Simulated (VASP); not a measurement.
# BaTe (P2_1/m) in VASP: a series of runs

BaTe is run at these levels: PBE, r2SCAN; tasks: single point.

All numbers are computed with VASP 6.6.1; they aren't measurements. Logs are shortened: lines on timing, memory, paths and dates and some standing lists are left out, and cuts for length are marked.

**1. The cell of the first run**

It takes space group P2_1/m (No. 11, monoclinic). Conventional cell: a = 4.821 Å, b = 8.584 Å, c = 4.896 Å, α = 90.00°, β = 118.49°, γ = 90.00°. Within 5.0 Å of Ba (site symmetry -1) lie 6 Te at 3.54 to 3.56 Å and 8 Ba at 4.29 to 4.97 Å. Within 5.2 Å of Te (site symmetry m) lie 6 Ba at 3.54 to 3.56 Å and 12 Te at 4.82 to 5.20 Å.

**2. Single point, PBE (shear xy strain -3.5%)**

The input, INCAR:

```
SYSTEM = BaTe
PREC     = Accurate       ! precision mode
ENCUT    = 520            ! plane-wave cutoff, eV
EDIFF    = 1E-7           ! SCF threshold, eV
ISMEAR   = -1             ! smearing method
SIGMA    = 0.02           ! smearing width, eV
LREAL    = .False.        ! projectors in reciprocal space
LASPH    = .True.         ! aspherical terms in the spheres
NELM     = 80             ! most SCF steps
ALGO     = Normal         ! electronic algorithm
ISIF     = 2              ! what is computed and relaxed
LWAVE    = .False.        ! write WAVECAR
LCHARG   = .False.        ! write CHGCAR
GGA      = PE             ! functional
NBANDS   = 24             ! bands
```

The input, KPOINTS:

```
regular mesh
0
Gamma
  6 6 4
  0 0 0
```

The input, POSCAR:

```
BaTe
1.0
    4.8953714881     -0.0856690011      0.0000000000
   -2.5218772753      4.2823505702      0.0000000000
    0.0000000000      0.0000000000      8.5840688869
Ba Te
2 2
Direct
    0.0000000000      0.0000000000      0.0000000000
    0.0000000000      0.0000000000      0.5000000000
    0.3256050187      0.6662930953      0.2500000000
    0.6743949813      0.3337069047      0.7500000000
```

Potentials or basis: VASP PAW PBE potentials, release 64 (Ba_sv, Te).

Command:

```console
$ cat potpaw_PBE.64/Ba_sv/POTCAR potpaw_PBE.64/Te/POTCAR > POTCAR
$ mpirun -np 1 vasp_std > vasp.out
```

OUTCAR:

```text
SYSTEM = BaTe
   PREC = Accurate
   ENCUT = 520
   EDIFF = 1E-7
   ISMEAR = -1
   LREAL = .False.
   LASPH = .True.
   NELM = 80
   ISIF = 2
   GGA = PE

 ion  position               nearest neighbor table
   1  0.000  0.000  0.000-   4 3.54   3 3.54   4 3.55   3 3.55   3 3.56   4 3.56   2 4.29   2 4.29

   2  0.000  0.000  0.500-   4 3.54   3 3.54   4 3.55   3 3.55   3 3.56   4 3.56   1 4.29   1 4.29

   3  0.326  0.666  0.250-   1 3.54   2 3.54   1 3.55   2 3.55   1 3.56   2 3.56
   4  0.674  0.334  0.750-   1 3.54   2 3.54   1 3.55   2 3.55   1 3.56   2 3.56

  LATTYP: Found a simple monoclinic cell.
 ALAT       =     4.8213702379
 B/A-ratio  =     1.7804210138
 C/A-ratio  =     1.0155040565
 COS(beta)  =    -0.4769806211

  Lattice vectors:

 A1 = (   2.3734942128,   4.1966815691,   0.0000000000)
 A2 = (   0.0000000000,   0.0000000000,  -8.5840688869)
 A3 = (  -4.8953714881,   0.0856690011,   0.0000000000)

Analysis of symmetry for initial positions (statically):
=====================================================================
 Subroutine PRICEL returns:
 Original cell was already a primitive cell.

 Routine SETGRP: Setting up the symmetry group for a
 simple monoclinic supercell.

 Subroutine GETGRP returns: Found  4 space group operations
 (whereof  2 operations were pure point group operations)
 out of a pool of  4 trial point group operations.

The static configuration has the point symmetry S_2 .
 The point group associated with its full space group is C_2h.

Analysis of symmetry for dynamics (positions and initial velocities):
=====================================================================
 Subroutine PRICEL returns:
 Original cell was already a primitive cell.

 Routine SETGRP: Setting up the symmetry group for a
 simple monoclinic supercell.

 Subroutine GETGRP returns: Found  4 space group operations
 (whereof  2 operations were pure point group operations)
 out of a pool of  4 trial point group operations.

The dynamic configuration has the point symmetry S_2 .
 The point group associated with its full space group is C_2h.

 Subroutine INISYM returns: Found  4 space group operations
 (whereof  2 operations are pure point group operations),
 and found     1 'primitive' translations

----------------------------------------------------------------------------------------

                                     Primitive cell

  volume of cell :     178.0993

  direct lattice vectors                    reciprocal lattice vectors
     4.895371488 -0.085669001  0.000000000     0.206401715  0.121550019  0.000000000
    -2.521877275  4.282350570  0.000000000     0.004129094  0.235948237  0.000000000
     0.000000000  0.000000000  8.584068887     0.000000000  0.000000000  0.116494871

  length of vectors
     4.896121034  4.969747619  8.584068887     0.239533035  0.235984364  0.116494871

  position of ions in fractional coordinates (direct lattice)
     0.000000000  0.000000000  0.000000000
     0.000000000  0.000000000  0.500000000
     0.325605019  0.666293095  0.250000000
     0.674394981  0.333706905  0.750000000

  ion indices of the primitive-cell ions
   primitive index   ion index
                 1           1
                 2           2
                 3           3
                 4           4

----------------------------------------------------------------------------------------

 KPOINTS: regular mesh

Automatic generation of k-mesh.
 Grid dimensions read from file:
 generate k-points for:    6    6    4

 Generating k-lattice:

  Cartesian coordinates                     Fractional coordinates (reciprocal lattice)
     0.034400286  0.020258337  0.000000000     0.166666667  0.000000000  0.000000000
     0.000688182  0.039324706  0.000000000     0.000000000  0.166666667  0.000000000
     0.000000000  0.000000000  0.029123718     0.000000000  0.000000000  0.250000000

  Length of vectors
     0.039922173  0.039330727  0.029123718

  Shift w.r.t. Gamma in fractional coordinates (k-lattice)
     0.000000000  0.000000000  0.000000000

 Subroutine IBZKPT returns following result:
 ===========================================

 Found     60 irreducible k-points:

 Following reciprocal coordinates:
            Coordinates               Weight
  0.000000  0.000000  0.000000      1.000000
  0.166667 -0.000000  0.000000      2.000000
  0.333333  0.000000  0.000000      2.000000
  0.500000  0.000000  0.000000      1.000000
  0.000000  0.166667  0.000000      2.000000
  0.166667  0.166667  0.000000      2.000000
[... 16 lines left out ...]
  0.333333  0.000000  0.250000      4.000000
  0.500000  0.000000  0.250000      2.000000
 [... further k-points ...]
   k-points           NKPTS =     60   k-points in BZ     NKDIM =     60   number of bands    NBANDS=     24
   number of dos      NEDOS =    301   number of ions     NIONS =      4
   total plane-waves  NPLWV =  92160
   dimension x,y,z NGX =    36 NGY =   40 NGZ =   64
   dimension x,y,z NGXF=    72 NGYF=   80 NGZF=  128
   ions per type =               2   2
   NGX,Y,Z   is equivalent  to a cutoff of  12.22, 13.38, 12.39 a.u.
   NGXF,Y,Z  is equivalent  to a cutoff of  24.45, 26.76, 24.79 a.u.
 SYSTEM =  BaTe
   PREC   = accura    normal or accurate (medium, high low for compatibility)
   ISTART =      0    job   : 0-new  1-cont  2-samecut
   ICHARG =      2    charge: 1-file 2-atom 10-const
   ISPIN  =      1    spin polarized calculation?
   LNONCOLLINEAR =      F non collinear calculations
   LSORBIT =      F    spin-orbit coupling
   LASPH  =      T    aspherical Exc in radial PAW
   ENCUT  =  520.0 eV  38.22 Ry    6.18 a.u.   9.10  9.24 15.96*2*pi/ulx,y,z
   NELM   =     80;   NELMIN=  2; NELMDL= -5     # of ELM steps
   EDIFF  = 0.1E-06   stopping-criterion for ELM
   LREAL  =      F    real-space projection
   EDIFFG = 0.1E-05   stopping-criterion for IOM
   NSW    =      0    number of steps for IOM
   IBRION =     -1    ionic relax: 0-MD 1-quasi-New 2-CG
   NFREE  =      0    steps in history (QN), initial steepest desc. (CG)
   ISIF   =      2    stress and relaxation
   ISYM   =      2    0-nonsym 1-usesym 2-fastsym
   POTIM  = 0.5000    time-step for ionic-motion
   TEBEG  =    0.0;   TEEND  =   0.0 temperature during run
   PSTRESS=    0.0 pullay stress
   NELECT =      32.0000    total number of electrons
   NUPDOWN=      -1.0000    fix difference up-down
   EMIN   =  10.00;   EMAX   =-10.00  energy-range for DOS
   EFERMI =   0.00;   METHOD = LEGACY
   ISMEAR =    -1;   SIGMA  =   0.02  broadening in eV -4-tet -1-fermi 0-gaus
   EFERMI_NEDOS =   21; number of points for ismear=-14 and -15
   IALGO  =     38    algorithm
   IMIX   =      4    mixing-type and parameters
     AMIX     =   0.40;   BMIX     =  1.00
     AMIX_MAG =   1.60;   BMIX_MAG =  1.00
  volume/ion in A,a.u.               =      44.52       300.47
  Fermi-wavevector in a.u.,A,eV,Ry     =   0.923785  1.745700 11.610916  0.853378
  Thomas-Fermi vector in A             =   2.049459
   LORBIT       =      0    0 simple, 1 ext, 2 COOP (PROOUT), +10 PAW based schemes
   GGA     = PE    functional components
   LHFCALC =     F    Hartree Fock is set to
   AEXX    =    0.0000 exact exchange contribution
   IVDW    =     0    specifies the selected vdW correction
   LEPSILON=     F    determine dielectric tensor
   LRPA    =     F    only Hartree local field effects (RPA)
 non-spin polarized calculation
  energy-cutoff  :      520.00
  volume of cell :      178.10
 maximum number of plane-waves:      4836
   NGX = 19   NGY = 19   NGZ = 31

 number of electron      31.9999999 magnetization

 Free energy of the ion-electron system (eV)
  ---------------------------------------------------
  ext. energy  EPLUGINS =         0.00000000
  ---------------------------------------------------
  free energy    TOTEN  =       -16.95511952 eV

  energy without entropy =      -16.95511952  energy(sigma->0) =      -16.95511952

 E-fermi :   2.6823     XC(G=0):  -8.0780

 val. band max:        2.2151196077   @ k =   0.0000   0.0000   0.0000
 cond. band min:       3.8110105454   @ k =   0.5000   0.0000   0.0000
 fundamental gap:      1.5958909377
 Fermi energy:         2.6822859176

 k-point     1 :       0.0000    0.0000    0.0000
  band No.  band energies     occupation
      1     -25.1569      2.00000
      2     -25.1324      2.00000
      3     -10.7577      2.00000
      4     -10.3054      2.00000
      5     -10.3047      2.00000
      6     -10.2575      2.00000
[... 16 lines left out ...]
     23       6.3593      0.00000
     24       7.2195      0.00000

 k-point     2 :       0.1667   -0.0000    0.0000
  band No.  band energies     occupation
      1     -25.1542      2.00000
      2     -25.1300      2.00000
      3     -10.7154      2.00000
      4     -10.3927      2.00000
      5     -10.3186      2.00000
      6     -10.3045      2.00000
[... 16 lines left out ...]
     23       7.1203      0.00000
     24       7.1787      0.00000

 k-point     3 :       0.3333    0.0000    0.0000
  band No.  band energies     occupation
      1     -25.1487      2.00000
      2     -25.1252      2.00000
      3     -10.6388      2.00000
      4     -10.5364      2.00000
      5     -10.3959      2.00000
      6     -10.3454      2.00000
[... 16 lines left out ...]
     23       7.0680      0.00000
     24       7.2998      0.00000

 k-point     4 :       0.5000    0.0000    0.0000
  band No.  band energies     occupation
      1     -25.1460      2.00000
      2     -25.1228      2.00000
      3     -10.6517      2.00000
      4     -10.5469      2.00000
      5     -10.4403      2.00000
      6     -10.3586      2.00000
[... 16 lines left out ...]
     23       7.1551      0.00000
     24       7.6572      0.00000

 k-point     5 :       0.0000    0.1667    0.0000
  band No.  band energies     occupation
      1     -25.1544      2.00000
      2     -25.1302      2.00000
      3     -10.7166      2.00000
      4     -10.3915      2.00000
      5     -10.3171      2.00000
      6     -10.3019      2.00000
[... 16 lines left out ...]
     23       7.1225      0.00000
     24       7.1879      0.00000

 k-point     6 :       0.1667    0.1667    0.0000
  band No.  band energies     occupation
      1     -25.1502      2.00000
      2     -25.1265      2.00000
      3     -10.6510      2.00000
      4     -10.5049      2.00000
      5     -10.3698      2.00000
      6     -10.3450      2.00000
[... 16 lines left out ...]
     23       7.0377      0.00000
     24       7.3926      0.00000
[... 379 lines left out ...]
 k-point    21 :       0.0000    0.0000    0.2500
  band No.  band energies     occupation
      1     -25.1533      2.00000
      2     -25.1360      2.00000
      3     -10.6873      2.00000
      4     -10.3036      2.00000
      5     -10.2983      2.00000
      6     -10.2977      2.00000
[... 16 lines left out ...]
     23       6.0447      0.00000
     24       6.7757      0.00000

 k-point    22 :       0.1667   -0.0000    0.2500
  band No.  band energies     occupation
      1     -25.1507      2.00000
      2     -25.1336      2.00000
      3     -10.6503      2.00000
      4     -10.3887      2.00000
      5     -10.3160      2.00000
      6     -10.3109      2.00000
[... 16 lines left out ...]
     23       6.6749      0.00000
     24       6.8200      0.00000

 k-point    23 :       0.3333    0.0000    0.2500
  band No.  band energies     occupation
      1     -25.1453      2.00000
      2     -25.1287      2.00000
      3     -10.5876      2.00000
      4     -10.5145      2.00000
      5     -10.4151      2.00000
      6     -10.3368      2.00000
[... 16 lines left out ...]
     23       7.1231      0.00000
     24       7.2048      0.00000

 k-point    24 :       0.5000    0.0000    0.2500
  band No.  band energies     occupation
      1     -25.1426      2.00000
      2     -25.1262      2.00000
      3     -10.6167      2.00000
      4     -10.5024      2.00000
      5     -10.4700      2.00000
      6     -10.3496      2.00000
[... 16 lines left out ...]
     23       7.2288      0.00000
     24       7.5581      0.00000

 [... further k-points ...]

------------------------ aborting loop because EDIFF is reached ----------------------------------------

  FORCE on cell =-STRESS in cart. coord.  units (eV):
  Direction    XX          YY          ZZ          XY          YZ          ZX
  --------------------------------------------------------------------------------------
  -------------------------------------------------------------------------------------
  Total        0.3640798      0.4109760      0.4768438      0.4406016      0.0000000      0.0000000
  in kB        3.2752544      3.6971316      4.2896774      3.9636429      0.0000000      0.0000000
  external PRESSURE =       3.7540211 kB  Pullay stress =       0.0000000 kB

 VOLUME and BASIS-vectors are now :
 -----------------------------------------------------------------------------
  energy-cutoff  :      520.00
  volume of cell :      178.10
      direct lattice vectors                 reciprocal lattice vectors
     4.895371488 -0.085669001  0.000000000     0.206401715  0.121550019  0.000000000
    -2.521877275  4.282350570  0.000000000     0.004129094  0.235948237  0.000000000
     0.000000000  0.000000000  8.584068887     0.000000000  0.000000000  0.116494871

 POSITION                                       TOTAL-FORCE (eV/Angst)
 -----------------------------------------------------------------------------------
      0.00000      0.00000      0.00000        -0.000000      0.000000      0.000000
      0.00000      0.00000      4.29203        -0.000000      0.000000      0.000000
     -0.08635      2.82541      2.14602        -0.002060     -0.000395     -0.000000
      2.45985      1.37128      6.43805         0.002060      0.000395      0.000000
 -----------------------------------------------------------------------------------
    total drift:                               -0.000000      0.000000     -0.000000

  FREE ENERGIE OF THE ION-ELECTRON SYSTEM (eV)
  ---------------------------------------------------
  free  energy   TOTEN  =       -16.9551195189 eV

  energy  without entropy=      -16.9551195189  energy(sigma->0) =      -16.95511952
```

Run time: 4.4 min. Hardware: 1 thread of Intel Xeon 8259CL, shared host; peak memory 0.45 GiB.

What came out:

```
Free energy            : -16.9551 eV
Pressure               : 0.4 GPa
Band gap on the k mesh : 1.60 eV (least direct gap 1.66 eV)
```

Forces in eV/Å, atoms in the order of the input:
```
Ba   0.000  0.000  0.000
Ba   0.000  0.000  0.000
Te  -0.002  0.000  0.000
Te   0.002  0.000  0.000
```

Levels at points of the mesh, in eV from the valence-band top:
```
           k point  band 12  band 13  band 14  band 15  band 16  band 17  band 18  band 19  band 20  band 21
(0.00, 0.00, 0.00)    -1.10    -0.96    -0.30    -0.11     0.00     1.66     2.63     2.92     2.96     3.10
(0.50, 0.00, 0.00)    -1.55    -1.26    -1.12    -0.77    -0.50     1.60     2.97     4.33     4.41     4.60
(0.00, 0.50, 0.00)    -1.51    -1.16    -1.12    -0.82    -0.43     1.61     2.91     4.37     4.41     4.54
(0.50, 0.50, 0.00)    -1.47    -1.12    -1.06    -0.87    -0.35     1.62     2.85     4.43     4.47     4.56
(0.00, 0.00, 0.50)    -1.53    -0.69    -0.69    -0.56    -0.56     2.92     2.92     3.38     3.38     3.61
(0.50, 0.00, 0.50)    -1.80    -1.06    -1.06    -0.90    -0.90     2.44     2.44     4.05     4.05     5.02
(0.00, 0.50, 0.50)    -1.81    -1.05    -1.05    -0.82    -0.82     2.41     2.41     4.10     4.10     4.91
(0.50, 0.50, 0.50)    -1.81    -1.05    -1.05    -0.73    -0.73     2.38     2.38     4.15     4.15     4.96
```

Caveat: the cell differs from its parent crystal (shear xy strain -3.5%); spin-orbit coupling is left out, which moves the levels of the heavy elements. A k mesh can miss the band edges.

(Continued in part 2 of 2.)
